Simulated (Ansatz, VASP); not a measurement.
**One calculation of Rh, two programs**

INCAR

```
ALGO = Normal
EDIFF = 1E-6
ENCUT = 520
GGA = CA
ISIF = 2
ISMEAR = -1
LASPH = T
LCHARG = F
LREAL = F
LWAVE = F
NBANDS = 14
NELM = 60
PREC = Accurate
SIGMA = 0.05
```

KPOINTS

```
k-points
0
Gamma
  17 17 17
```

File POSCAR:

```
Rh
1.0
    0.0000000000      1.7127580586      1.7127580586
    1.7127580586      0.0000000000      1.7127580586
    1.7127580586      1.7127580586      0.0000000000
Rh
1
Direct
    0.0000000000      0.0000000000      0.0000000000
```

Input for Ansatz:

```yaml
crystal:
  lattice:
    - [0.0, 1.7127580586, 1.7127580586]
    - [1.7127580586, 0.0, 1.7127580586]
    - [1.7127580586, 1.7127580586, 0.0]
  atoms:
    - { symbol: Rh, position: [0.0, 0.0, 0.0] }
kpoints:
  mp_grid: { grid: [17, 17, 17] }
scf:
  occupations: { method: fermi_dirac, width: 0.05 }
hamiltonian:
  xc: lda
  pseudopotentials: { kind: all_electron, lapw: { basis_error: 0.001 } }
output:
  forces: true
  stress: true
  eigenvalues: true
  populations: true
```

Change from the starting cell: volume scaled by 0.76, LAPW.

Alike in both runs: task single point; functional LDA; k mesh 17 × 17 × 17; occupations fermi-dirac, width 0.05 eV; no spin polarisation.

|  | VASP | Ansatz |
| --- | --- | --- |
| version | VASP 6.6.1 | Ansatz 0.2.0 |
| potentials or method | VASP PAW LDA potentials, release 64 (Rh_pv), cutoff 520 eV | all-electron LAPW, scalar-relativistic |

Ansatz gave:

* pressure (GPa): 171.8

Problem. What did VASP give for the same quantities?

Solution. Pressure (GPa): 174.9.

LDA's correlation is that of Perdew and Zunger in VASP and of Perdew and Wang (1992) in Ansatz. Both programs put the cell under a high pressure, so it lies far from rest at this level. Ansatz ran all-electron here, and VASP with PAW potentials.

Noted on VASP's run: the cell as given lies far from equilibrium.
